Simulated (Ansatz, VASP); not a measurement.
## ZrN: VASP beside Ansatz

```
Zr N
1.0
     0.00000    2.27609    2.27609
     2.27609    0.00000    2.27609
     2.27609    2.27609    0.00000
Zr N
1 1
Direct
  0.00000 0.00000 0.00000
  0.50000 0.50000 0.50000
```

Alike in both runs: functional PBEsol; k mesh 16 × 16 × 16; occupations gaussian, width 0.1 eV; no spin polarisation.

Ansatz relaxed the structure, and its values are those at the end. VASP's run is a single point on that final structure, the one shown.

```csv
,VASP,Ansatz
version,VASP 6.6.1,Ansatz 0.2.0
potentials or method,"VASP PAW PBE potentials, release 64 (Zr_sv, N), cutoff 520 eV","scalar-relativistic, plane waves, PAW"
valence electrons in the cell,17,17
```

```csv
,VASP,Ansatz,Ansatz less VASP
gap on the k mesh at the Fermi level (eV),none,none,-
pressure (GPa),0.4,0.0,-0.40
```

VASP's potentials were made for PBE, not for PBEsol. A gap of «none» marks a metal or a gap that the smearing closes.
